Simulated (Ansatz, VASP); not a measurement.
# One calculation of FeSi, two programs

```
Fe Si
1.0
     4.50658    0.00000    0.00000
     0.00000    4.50658    0.00000
     0.00000    0.00000    4.50658
Fe Si
4 4
Direct
  0.13397 0.13397 0.13397
  0.36603 0.86603 0.63397
  0.63397 0.36603 0.86603
  0.86603 0.63397 0.36603
  0.83981 0.83981 0.83981
  0.66019 0.16019 0.33981
  0.33981 0.66019 0.16019
  0.16019 0.33981 0.66019
```

Alike in both runs: functional PBE; k mesh 8 × 8 × 8; occupations gaussian, width 0.05 eV; no spin polarisation.

Ansatz relaxed the structure, and its values are those at the end. VASP's run is a single point on that final structure, the one shown.

```csv
,VASP,Ansatz
version,VASP 6.6.1,Ansatz 0.2.0
potentials or method,"VASP PAW PBE potentials, release 64 (Fe, Si), cutoff 520 eV","scalar-relativistic, plane waves, PAW"
valence electrons in the cell,48,80
```

|  | VASP | Ansatz | Ansatz less VASP |
| --- | --- | --- | --- |
| gap on the k mesh at the Fermi level (eV) | 0.16 | 0.17 | +0.008 |
| least direct gap on the mesh (eV) | 0.17 | 0.18 | +0.006 |
| pressure (GPa) | -7.6 | -7.8 | -0.15 |
| rms of the force components (eV/Å) | 0.014 | 0.001 | -0.0122 |

VASP's potentials hold 48 valence electrons a cell and Ansatz's 80, so a difference there can come from the potentials and not from the codes. Ansatz's warnings: stress scf threshold loose.
